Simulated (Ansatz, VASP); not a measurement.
## Mo: VASP beside Ansatz

INCAR

```
SYSTEM = Mo
PREC = Accurate ; ENCUT = 600
EDIFF = 1E-6 ; ISMEAR = 0
SIGMA = 0.1 ; LREAL = .False.
LASPH = .True. ; NELM = 100
ALGO = Normal ; ISIF = 3
LWAVE = .False. ; LCHARG = .False.
GGA = PS ; IBRION = 2
NSW = 100 ; EDIFFG = -0.005
```

KPOINTS

```
regular mesh
0
Gamma
  18 18 18
  0 0 0
```

POSCAR

```
Mo
1.0
   -1.5710000000      1.5710000000      1.5710000000
    1.5710000000     -1.5710000000      1.5710000000
    1.5710000000      1.5710000000     -1.5710000000
Mo
1
Direct
    0.0000000000      0.0000000000      0.0000000000
```

Input for Ansatz:

```yaml
crystal:
  lattice:
    - [-1.571, 1.571, 1.571]
    - [1.571, -1.571, 1.571]
    - [1.571, 1.571, -1.571]
  atoms:
    - { symbol: Mo, position: [0.0, 0.0, 0.0] }
basis:
  ecutwfc: 420
kpoints:
  mp_grid: { grid: [18, 18, 18] }
hamiltonian:
  xc: pbesol
  pseudopotentials: { kind: paw, azcp: { folder: soft_1 } }
scf:
  occupations: { method: gaussian, width: 0.1 }
output:
  forces: true
  stress: true
  eigenvalues: true
relax:
  adjacent_minimum: "off"
  f_tol: 0.005
  max_steps: 80
  cell: { stress_tol: 0.05 }
```

Alike in both runs: task relaxation of cell and atoms; functional PBEsol; k mesh 18 × 18 × 18; occupations gaussian, width 0.1 eV; no spin polarisation.

|  | VASP | Ansatz |
| --- | --- | --- |
| version | VASP 6.6.1 | Ansatz 0.2.0 |
| potentials or method | VASP PAW PBE potentials, release 64 (Mo_sv), cutoff 600 eV | scalar-relativistic, plane waves, PAW |
| valence electrons in the cell | 14 | 14 |

|  | VASP | Ansatz | Ansatz less VASP |
| --- | --- | --- | --- |
| gap on the k mesh at the Fermi level, each at its own relaxed structure (eV) | none | none | - |
| relaxed volume (Å³/atom) | 15.35 | 15.32 | -0.025 |
| relaxed cell length with the largest relative difference (Å) | 2.712 | 2.710 | -0.0015 |

VASP's potentials were made for PBE, not for PBEsol, and Ansatz warns of the same on its side. A gap of «none» marks a metal or a gap that the smearing closes.
